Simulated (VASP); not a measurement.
# TiAl30 (a cell with a defect) in VASP: notebook

Runs on TiAl30 (a cell with a defect). Level: PBE. Tasks: single point.

Everything below comes from runs of VASP 6.6.1. Logs are shortened: lines on timing, memory, paths and dates and some standing lists are left out, and cuts for length are marked.

## (1) The cell of the first run

The cell holds a defect, 31 atoms: a = 8.100 Å, b = 8.100 Å, c = 8.100 Å, α = 90.00°, β = 90.00°, γ = 90.00°.

## (2) Single point, PBE

File INCAR:

```
ALGO     = Normal         # electronic algorithm
EDIFF    = 1E-6           # SCF threshold, eV
ENCUT    = 520            # plane-wave cutoff, eV
GGA      = PE             # functional
ISIF     = 2              # what is computed and relaxed
ISMEAR   = 0              # smearing method
LASPH    = T              # aspherical terms in the spheres
LCHARG   = F              # write CHGCAR
LREAL    = Auto         
LWAVE    = F              # write WAVECAR
NBANDS   = 72             # bands
NELM     = 80             # most SCF steps
PREC     = Accurate       # precision mode
SIGMA    = 0.15           # smearing width, eV
```

File KPOINTS:

```
k-points
0
Gamma
  3 3 3
```

File POSCAR:

```
TiAl30
1.0
    8.1000000000      0.0000000000      0.0000000000
    0.0000000000      8.1000000000      0.0000000000
    0.0000000000      0.0000000000      8.1000000000
Ti Al
1 30
Direct
    0.6622845679     -0.1592500000     -0.0000192593
    0.7448024691      0.2340338272      0.0000007407
    0.7534361728      0.0067319753      0.2723143210
   -0.0088151852     -0.0027730864      0.0000082716
    0.2488297531      0.2504898765      0.0000055556
    0.5033481481      0.5095813580      0.0000038272
    0.2528996296      0.0006675309      0.2432567901
    0.4985116049      0.2459959259      0.2427459259
    0.7495855556      0.5063787654      0.2402535802
    0.4937534568      0.0056450617      0.4999960494
    0.7507477778      0.2585197531      0.4998960494
    0.7536450617      0.0069882716      0.7273098765
    0.0013819753      0.4975955556      0.0000122222
    0.2657312346      0.7552900000      0.0000120988
    0.0019318519      0.2524244444      0.2514079012
    0.2477211111      0.4983188889      0.2500695062
    0.4939367901      0.7472307407      0.2708404938
    0.0090803704     -0.0023407407      0.4998972840
    0.2494632099      0.2510253086      0.5000720988
    0.5011520988      0.4919792593      0.4999091358
    0.7556724691      0.7436558025      0.4999966667
    0.2528823457      0.0006159259      0.7566948148
    0.4985632099      0.2460056790      0.7572071605
    0.7495334568      0.5063423457      0.7596691358
   -0.0076983951      0.7497927160      0.2395851852
   -0.0007044444      0.5012229630      0.5000795062
    0.2425765432      0.7481222222      0.4999281481
    0.0019164198      0.2523972840      0.7486361728
    0.2477186420      0.4983314815      0.7499651852
    0.4937023457      0.7469988889      0.7288220988
   -0.0077285185      0.7498588889      0.7603816049
```

Potentials or basis: VASP PAW PBE potentials, release 64 (Ti_sv, Al).

Command:

```sh
$ cat potpaw_PBE.64/Ti_sv/POTCAR potpaw_PBE.64/Al/POTCAR > POTCAR
$ mpirun -np 1 vasp_std > vasp.out
```

OUTCAR:

```text
EDIFF = 1E-6
   ENCUT = 520
   GGA = PE
   ISIF = 2
   ISMEAR = 0
   LASPH = T
   LREAL = Auto
   NELM = 80
   PREC = Accurate

 ion  position               nearest neighbor table
   1  0.662  0.841  1.000-   3 2.69  12 2.69  17 2.69  30 2.70   4 2.95   6 2.98
   2  0.745  0.234  0.000-   4 2.77  23 2.80   8 2.80   3 2.87  12 2.88  28 2.92  15 2.92   9 2.94
                            24 2.94   6 2.97  13 2.98
   3  0.753  0.007  0.272-   1 2.69  11 2.75  18 2.77  10 2.80  21 2.82  15 2.84   8 2.84  25 2.85
                             2 2.87   4 2.93  17 2.97
   4  0.991  0.997  0.000-   2 2.77  31 2.79  25 2.79   7 2.89  22 2.89  28 2.90  15 2.90   5 2.93
                             3 2.93  12 2.93   1 2.95  14 2.96
   5  0.249  0.250  0.000-   8 2.82  23 2.82   7 2.82  22 2.83  13 2.83  29 2.85  16 2.85  28 2.85
                            15 2.85   4 2.93   6 2.94
   6  0.503  0.510  0.000-  14 2.77   9 2.79  24 2.79  29 2.90  16 2.90   8 2.90  23 2.90  17 2.92
                            30 2.92   5 2.94   2 2.97   1 2.98
   7  0.253  0.001  0.243-  14 2.80   8 2.81   5 2.82  17 2.84  10 2.85  18 2.87  15 2.88   4 2.89
                            19 2.91  27 2.92  25 2.93
   8  0.499  0.246  0.243-   2 2.80   7 2.81   5 2.82   3 2.84  10 2.85  16 2.88  20 2.88  19 2.90
                             6 2.90  11 2.92   9 2.93
   9  0.750  0.506  0.240-  25 2.78   6 2.79  13 2.82  21 2.85  17 2.86  15 2.90  11 2.91  20 2.91
                            26 2.92   8 2.93   2 2.94
  10  0.494  0.006  0.500-  12 2.80  30 2.80   3 2.80  17 2.80  19 2.80  22 2.85   7 2.85  23 2.85
[... 29 lines left out ...]
  25  0.992  0.750  0.240-   9 2.78   4 2.79  13 2.82  21 2.85   3 2.85  16 2.90  18 2.91  26 2.92
                            27 2.93   7 2.93  14 2.94
  26  0.999  0.501  0.500-  21 2.78  27 2.81  11 2.81  28 2.85  15 2.85  29 2.85  16 2.85  19 2.87
                            31 2.92  25 2.92  24 2.92   9 2.92
  27  0.243  0.748  0.500-  30 2.75  17 2.75  18 2.77  26 2.81  16 2.86  29 2.86  10 2.91   7 2.92
                            22 2.92  25 2.93  31 2.93  20 2.95
  28  0.002  0.252  0.749-  29 2.82  12 2.83  19 2.84  13 2.84  26 2.85   5 2.85  11 2.86  22 2.88
                            18 2.88  24 2.90   4 2.90   2 2.92
  29  0.248  0.498  0.750-  28 2.82  30 2.84  13 2.84  19 2.85   5 2.85  26 2.85  27 2.86  23 2.88
                            20 2.88   6 2.90  31 2.91  14 2.91
  30  0.494  0.747  0.729-   1 2.70  27 2.75  20 2.78  10 2.80  21 2.82  29 2.84  22 2.84  24 2.86
                            14 2.87   6 2.92  12 2.98
  31  0.992  0.750  0.760-  24 2.79   4 2.79  13 2.82  21 2.85  12 2.85  29 2.91  18 2.92  26 2.92
                            27 2.93  22 2.93  14 2.95

  LATTYP: Found a simple cubic cell.
 ALAT       =     8.1000000000

  Lattice vectors:

 A1 = (   8.1000000000,   0.0000000000,   0.0000000000)
 A2 = (   0.0000000000,   8.1000000000,   0.0000000000)
 A3 = (   0.0000000000,   0.0000000000,   8.1000000000)

Analysis of symmetry for initial positions (statically):
=====================================================================
 Subroutine PRICEL returns:
 Original cell was already a primitive cell.

 Routine SETGRP: Setting up the symmetry group for a
 simple cubic supercell.

 Subroutine GETGRP returns: Found  1 space group operations
 (whereof  1 operations were pure point group operations)
 out of a pool of 48 trial point group operations.

The static configuration has the point symmetry C_1 .

Analysis of symmetry for dynamics (positions and initial velocities):
=====================================================================
 Subroutine PRICEL returns:
 Original cell was already a primitive cell.

 Routine SETGRP: Setting up the symmetry group for a
 simple cubic supercell.

 Subroutine GETGRP returns: Found  1 space group operations
 (whereof  1 operations were pure point group operations)
 out of a pool of 48 trial point group operations.

The dynamic configuration has the point symmetry C_1 .

 Subroutine INISYM returns: Found  1 space group operations
 (whereof  1 operations are pure point group operations),
 and found     1 'primitive' translations

----------------------------------------------------------------------------------------

                                     Primitive cell

  volume of cell :     531.4410

  direct lattice vectors                    reciprocal lattice vectors
     8.100000000  0.000000000  0.000000000     0.123456790  0.000000000  0.000000000
     0.000000000  8.100000000  0.000000000     0.000000000  0.123456790  0.000000000
     0.000000000  0.000000000  8.100000000     0.000000000  0.000000000  0.123456790

  length of vectors
     8.100000000  8.100000000  8.100000000     0.123456790  0.123456790  0.123456790

  position of ions in fractional coordinates (direct lattice)
[... 78 lines left out ...]
     0.000000000  0.041152263  0.000000000     0.000000000  0.333333333  0.000000000
     0.000000000  0.000000000  0.041152263     0.000000000  0.000000000  0.333333333

  Length of vectors
     0.041152263  0.041152263  0.041152263

  Shift w.r.t. Gamma in fractional coordinates (k-lattice)
     0.000000000  0.000000000  0.000000000

 Subroutine IBZKPT returns following result:
 ===========================================

 Found     14 irreducible k-points:

 Following reciprocal coordinates:
            Coordinates               Weight
  0.000000  0.000000  0.000000      1.000000
  0.333333  0.000000  0.000000      2.000000
  0.000000  0.333333  0.000000      2.000000
  0.000000  0.000000  0.333333      2.000000
  0.333333  0.333333  0.000000      2.000000
  0.000000  0.333333  0.333333      2.000000
  0.333333  0.000000  0.333333      2.000000
 -0.333333  0.333333  0.000000      2.000000
 -0.333333  0.000000  0.333333      2.000000
  0.000000 -0.333333  0.333333      2.000000
  0.333333  0.333333  0.333333      2.000000
 -0.333333  0.333333  0.333333      2.000000
 -0.333333 -0.333333  0.333333      2.000000
  0.333333 -0.333333  0.333333      2.000000
   k-points           NKPTS =     14   k-points in BZ     NKDIM =     14   number of bands    NBANDS=     72
   number of dos      NEDOS =    301   number of ions     NIONS =     31
   total plane-waves  NPLWV = 216000
   dimension x,y,z NGX =    60 NGY =   60 NGZ =   60
   dimension x,y,z NGXF=   120 NGYF=  120 NGZF=  120
   ions per type =               1  30
   NGX,Y,Z   is equivalent  to a cutoff of  12.31, 12.31, 12.31 a.u.
   NGXF,Y,Z  is equivalent  to a cutoff of  24.63, 24.63, 24.63 a.u.
 SYSTEM =  unknown system
   PREC   = accura    normal or accurate (medium, high low for compatibility)
   ISTART =      0    job   : 0-new  1-cont  2-samecut
   ICHARG =      2    charge: 1-file 2-atom 10-const
   ISPIN  =      1    spin polarized calculation?
   LNONCOLLINEAR =      F non collinear calculations
   LSORBIT =      F    spin-orbit coupling
   LASPH  =      T    aspherical Exc in radial PAW
   ENCUT  =  520.0 eV  38.22 Ry    6.18 a.u.  15.06 15.06 15.06*2*pi/ulx,y,z
   NELM   =     80;   NELMIN=  2; NELMDL= -5     # of ELM steps
   EDIFF  = 0.1E-05   stopping-criterion for ELM
   LREAL  =      T    real-space projection
   EDIFFG = 0.1E-04   stopping-criterion for IOM
   NSW    =      0    number of steps for IOM
[... 5 lines left out ...]
   TEBEG  =    0.0;   TEEND  =   0.0 temperature during run
   PSTRESS=    0.0 pullay stress
   NELECT =     102.0000    total number of electrons
   NUPDOWN=      -1.0000    fix difference up-down
   EMIN   =  10.00;   EMAX   =-10.00  energy-range for DOS
   EFERMI =   0.00;   METHOD = LEGACY
   ISMEAR =     0;   SIGMA  =   0.15  broadening in eV -4-tet -1-fermi 0-gaus
   EFERMI_NEDOS =   21; number of points for ismear=-14 and -15
   IALGO  =     38    algorithm
   IMIX   =      4    mixing-type and parameters
     AMIX     =   0.40;   BMIX     =  1.00
     AMIX_MAG =   1.60;   BMIX_MAG =  1.00
  volume/ion in A,a.u.               =      17.14       115.69
  Fermi-wavevector in a.u.,A,eV,Ry     =   0.944329  1.784523 12.133087  0.891757
  Thomas-Fermi vector in A             =   2.072123
   LORBIT       =      0    0 simple, 1 ext, 2 COOP (PROOUT), +10 PAW based schemes
   GGA     = PE    functional components
   LHFCALC =     F    Hartree Fock is set to
   AEXX    =    0.0000 exact exchange contribution
   IVDW    =     0    specifies the selected vdW correction
   LEPSILON=     F    determine dielectric tensor
   LRPA    =     F    only Hartree local field effects (RPA)
 non-spin polarized calculation
 Gauss-broadening in eV      SIGMA  =   0.15
  energy-cutoff  :      520.00
  volume of cell :      531.44
 maximum number of plane-waves:     14358
   NGX = 31   NGY = 31   NGZ = 31

 number of electron     102.0000003 magnetization

 Free energy of the ion-electron system (eV)
  ---------------------------------------------------
  ext. energy  EPLUGINS =         0.00000000
  ---------------------------------------------------
  free energy    TOTEN  =      -119.68003082 eV

  energy without entropy =     -119.55192901  energy(sigma->0) =     -119.61597991

 E-fermi :   7.5320     XC(G=0): -10.0840

 val. band max:        7.4935569386   @ k =   0.3333  -0.3333   0.3333
 cond. band min:       7.5647928814   @ k =  -0.3333  -0.3333   0.3333
 fundamental gap:      0.0712359428
 Fermi energy:         7.5320406332

 k-point     1 :       0.0000    0.0000    0.0000
  band No.  band energies     occupation
      1     -49.7074      2.00000
      2     -26.1145      2.00000
      3     -25.9315      2.00000
      4     -25.8747      2.00000
      5      -3.2690      2.00000
      6      -1.2023      2.00000
[... 913 lines left out ...]
     62       9.1309      0.00000
     63       9.2039      0.00000
 [bands above 63 left out]

------------------------ aborting loop because EDIFF is reached ----------------------------------------

  FORCE on cell =-STRESS in cart. coord.  units (eV):
  Direction    XX          YY          ZZ          XY          YZ          ZX
  --------------------------------------------------------------------------------------
  -------------------------------------------------------------------------------------
  Total       -5.8964715     -6.0376261      0.0805387     -1.4144032      0.0047378     -0.0006909
  in kB      -17.7765603    -18.2021101      0.2428063     -4.2641136      0.0142835     -0.0020828
  external PRESSURE =     -11.9119547 kB  Pullay stress =       0.0000000 kB

 VOLUME and BASIS-vectors are now :
 -----------------------------------------------------------------------------
  energy-cutoff  :      520.00
  volume of cell :      531.44
      direct lattice vectors                 reciprocal lattice vectors
     8.100000000  0.000000000  0.000000000     0.123456790  0.000000000  0.000000000
     0.000000000  8.100000000  0.000000000     0.000000000  0.123456790  0.000000000
     0.000000000  0.000000000  8.100000000     0.000000000  0.000000000  0.123456790

 POSITION                                       TOTAL-FORCE (eV/Angst)
 -----------------------------------------------------------------------------------
      5.36450      6.81007      8.09984         0.476259     -0.508707     -0.020105
      6.03290      1.89567      0.00001        -0.008217     -0.020116     -0.001372
      6.10283      0.05453      2.20575        -0.058662      0.015494     -0.022035
      8.02860      8.07754      0.00007         0.046527      0.041581     -0.001223
      2.01552      2.02897      0.00005        -0.003652      0.003488     -0.001575
      4.07712      4.12761      0.00003        -0.040758     -0.044665     -0.000957
[... 23 lines left out ...]
      3.99899      6.05069      5.90346        -0.008879      0.060217      0.029221
      8.03740      6.07386      6.15909        -0.025153      0.022129      0.017199
 -----------------------------------------------------------------------------------
    total drift:                               -0.014071      0.023682      0.004626

  FREE ENERGIE OF THE ION-ELECTRON SYSTEM (eV)
  ---------------------------------------------------
  free  energy   TOTEN  =      -119.6800308157 eV

  energy  without entropy=     -119.5519290052  energy(sigma->0) =     -119.61597991
```

It took 17 min on 1 thread of Intel Xeon 8259CL, shared host; peak memory 0.67 GiB.

What came out:

```
Free energy            : -119.6800 eV
Pressure               : -1.2 GPa
Largest force          : 0.697 eV/Å
Band gap on the k mesh : zero (bands 51 and 52 overlap by 0.19 eV)
```

Forces in eV/Å, atoms in the order of the input:
```
Ti   0.476 -0.509 -0.020
Al  -0.008 -0.020 -0.001
Al  -0.059  0.015 -0.022
Al   0.047  0.042 -0.001
Al  -0.004  0.003 -0.002
Al  -0.041 -0.045 -0.001
Al  -0.036  0.023  0.024
Al  -0.015  0.047  0.025
Al  -0.016  0.036 -0.021
Al  -0.009  0.018 -0.001
Al   0.006 -0.020 -0.002
Al  -0.065  0.004  0.040
Al  -0.002  0.004 -0.002
Al   0.014  0.007 -0.002
Al  -0.019  0.010  0.005
Al  -0.016  0.016  0.014
Al  -0.022  0.051 -0.012
Al  -0.036 -0.011 -0.002
Al  -0.034  0.031 -0.001
Al   0.024  0.019 -0.001
Al  -0.002  0.011  0.000
Al  -0.035  0.023 -0.024
Al  -0.017  0.047 -0.025
Al  -0.015  0.037  0.023
Al  -0.025  0.024 -0.017
Al  -0.026  0.022 -0.001
Al   0.004  0.006 -0.002
Al  -0.018  0.012 -0.006
Al  -0.017  0.014 -0.014
Al  -0.009  0.060  0.029
Al  -0.025  0.022  0.017
```

(Continued in part 2 of 2.)

The gap in the log of VASP goes by the Fermi energy; the results here count the filled bands.